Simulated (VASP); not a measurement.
Rh: single point with PBEsol

The system is Rh.

```
Rh
1.0
     2.71573    0.00000    0.00000
    -1.35787    2.35189    0.00000
     0.00000    0.00000    4.39949
Rh
2
Cartesian
  -0.1629 1.4739 0.8359
  1.5208 0.8780 3.5636
```

This cell differs from its parent crystal: shortest bond scaled by 0.76.

```json
{
  "Program": "VASP 6.6.1",
  "Task": "single point",
  "Functional": "PBEsol",
  "Potentials or basis": "VASP PAW PBE potentials, release 64 (Rh_sv_GW)",
  "Cutoff": "620 eV",
  "k mesh": "13 × 13 × 7",
  "Occupations": "fermi-dirac, width 0.05 eV",
  "Spin": "no spin polarisation",
  "Dipole correction": "no",
  "Further INCAR settings": "ALGO = Normal; EDIFF = 1e-06; NBANDS = 24"
}
```

```
Pressure               : 45.4 GPa
Largest force          : 11.292 eV/Å
Band gap on the k mesh : zero (bands 17 and 18 overlap by 1.61 eV)
```

Forces on the atoms (eV/Å):
```
Rh    3.916   2.261  10.347
Rh   -3.916  -2.261 -10.347
```

Stress tensor (GPa, compression positive):
```
44.75 21.55 36.86
21.55 19.86 21.28
36.86 21.28 71.64
```

Levels at points of the mesh, in eV from the Fermi level:
```csv
k point,band 14,band 15,band 16,band 17,band 18,band 19,band 20,band 21
"(0.00, 0.00, 0.00)",-3.72,-2.51,-1.78,-0.37,-0.33,1.21,1.94,6.21
```

Wall time 3.1 min on 1 thread of Intel(R) Xeon(R) Platinum 8259CL CPU @ 2.50GHz (Skylake/Cascade Lake), on a shared host, peak memory 0.39 GiB.

Caveat: the cell differs from its parent crystal (shortest bond scaled by 0.76); the stress differs along the axes, from 20 to 72 GPa; the PAW data sets were made with another functional, which shifts forces and pressure a little.
